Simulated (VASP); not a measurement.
Crystal: SnSe2.

```
Sn Se
1.0
     3.85245    0.00000    0.00000
     0.00000    3.85245    0.00000
     0.00000    0.00000   14.22960
Sn Se
2 4
Cartesian
  0.0000 0.0000 7.1148
  1.9262 1.9262 0.0000
  0.0000 1.9262 12.6699
  0.0000 1.9262 5.5551
  1.9262 0.0000 8.6745
  1.9262 0.0000 1.5597
```

```yaml
Program: VASP 6.6.1
Task: relaxation of cell and atoms
Functional: PBE
Potentials_or_basis: VASP PAW PBE potentials, release 64 (Sn_d, Se)
Cutoff: 600 eV
k_mesh: 6 × 6 × 2
Occupations: gaussian, width 0.1 eV
Spin: no spin polarisation
```

At the start: pressure 5.5 GPa; volume 35.20 Å³/atom.

Question: Where does the relaxation end?

Answer: Over 4 steps the energy falls by 70.2 meV/atom and the volume is 38.44 Å³/atom (+9.2 %); space group P4_2/nmc (No. 137, to 0.1 Å) before and after.

The path:
```tsv
step	energy change (eV)	largest force (eV/Å)	pressure (GPa)	volume (Å³)
1	0.0000	1.4557	5.54	211.19
2	-0.1253	0.9720	-3.19	250.55
3	-0.4210	0.0228	-0.07	231.05
4	-0.4212	0.0015	0.02	230.64
```

Final structure:
```
Sn Se
1.0
     3.95443    0.00000    0.00000
     0.00000    3.95443    0.00000
     0.00000    0.00000   14.74943
Sn Se
2 4
Direct
  0.00000 0.00000 0.50000
  0.50000 0.50000 0.00000
  0.00000 0.50000 0.88772
  0.00000 0.50000 0.38772
  0.50000 0.00000 0.61228
  0.50000 0.00000 0.11228
```

Caveat: this functional lacks dispersion, which binds the layers, so the pressure and a relaxed spacing across them are unreliable.
